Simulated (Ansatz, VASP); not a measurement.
# BP: VASP beside Ansatz

Contents of INCAR:

```
PREC = Accurate ; ENCUT = 520
EDIFF = 1E-6 ; ISMEAR = -1
SIGMA = 0.02 ; LREAL = F
LASPH = T ; NELM = 80
ALGO = Normal ; ISIF = 2
LWAVE = F ; LCHARG = F
GGA = PE ; NBANDS = 11
```

KPOINTS

```
regular mesh
0
Gamma
  6 6 6
```

POSCAR

```
BP
1.0
    0.0000000000      2.2690000000      2.2690000000
    2.2690000000      0.0000000000      2.2690000000
    2.2690000000      2.2690000000      0.0000000000
P B
1 1
Direct
    0.7500000000      0.7500000000      0.7500000000
    0.0000000000      0.0000000000      0.0000000000
```

File input.yaml:

```yaml
crystal:
  lattice:
    - [0.0, 2.269, 2.269]
    - [2.269, 0.0, 2.269]
    - [2.269, 2.269, 0.0]
  atoms:
    - { symbol: P, position: [0.75, 0.75, 0.75] }
    - { symbol: B, position: [0.0, 0.0, 0.0] }
kpoints:
  mp_grid: { grid: [6, 6, 6] }
scf:
  occupations: { method: fermi_dirac, width: 0.02 }
hamiltonian:
  xc: pbe
  pseudopotentials: { kind: all_electron, lapw: { basis_error: 0.003 } }
output:
  forces: true
  stress: true
  eigenvalues: true
```

Alike in both runs: task single point; functional PBE; k mesh 6 × 6 × 6; occupations fermi-dirac, width 0.02 eV; no spin polarisation.

|  | VASP | Ansatz |
| --- | --- | --- |
| version | VASP 6.6.1 | Ansatz 0.2.0 |
| potentials or method | VASP PAW PBE potentials, release 64 (P, B), cutoff 520 eV | all-electron LAPW, scalar-relativistic |

```tsv
	VASP	Ansatz	Ansatz less VASP
gap on the k mesh at the Fermi level (eV)	1.33	1.34	+0.008
least direct gap on the mesh (eV)	3.40	3.40	+0.006
pressure (GPa)	1.0	1.2	+0.21
```

Ansatz ran all-electron here, and VASP with PAW potentials.
